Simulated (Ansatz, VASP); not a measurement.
Al in VASP and in Ansatz

The input INCAR:

```
ALGO = Normal
EDIFF = 1E-7
EDIFFG = -0.005
ENCUT = 600
GGA = PE
IBRION = 2
ISIF = 3
ISMEAR = 1
LASPH = T
LCHARG = F
LREAL = F
LWAVE = F
NELM = 60
NSW = 60
PREC = Accurate
SIGMA = 0.1
```

The input KPOINTS:

```
k-points
0
Gamma
  23 23 23
```

The input POSCAR:

```
Al
1.0
    0.0000000000      2.0250000000      2.0250000000
    2.0250000000      0.0000000000      2.0250000000
    2.0250000000      2.0250000000      0.0000000000
Al
1
Direct
    0.0000000000      0.0000000000      0.0000000000
```

Input for Ansatz:

```yaml
crystal:
  lattice:
    - [0.0, 2.025, 2.025]
    - [2.025, 0.0, 2.025]
    - [2.025, 2.025, 0.0]
  atoms:
    - { symbol: Al, position: [0.0, 0.0, 0.0] }
kpoints:
  mp_grid: { grid: [23, 23, 23] }
scf:
  occupations: { method: cold, width: 0.1 }
hamiltonian:
  xc: pbe
  pseudopotentials: { kind: paw, azcp: { folder: soft_1 } }
output:
  forces: true
  stress: true
  populations: false
relax:
  f_tol: 0.005
  max_steps: 40
  cell: {}
```

Alike in both runs: task relaxation of cell and atoms; functional PBE; k mesh 23 × 23 × 23; no spin polarisation.

|  | VASP | Ansatz |
| --- | --- | --- |
| version | VASP 6.6.1 | Ansatz 0.2.0 |
| potentials or method | VASP PAW PBE potentials, release 64 (Al) | plane-wave PAW, scalar-relativistic |
| plane-wave cutoff (eV) | 600 | 420 |
| occupations | methfessel-paxton of order 1, width 0.1 eV | cold, width 0.1 eV |
| valence electrons in the cell | 3 | 3 |

|  | VASP | Ansatz | Ansatz less VASP |
| --- | --- | --- | --- |
| relaxed volume (Å³/atom) | 16.48 | 16.48 | +0.005 |
| relaxed cell length with the largest relative difference (Å) | 2.856 | 2.857 | +0.0003 |
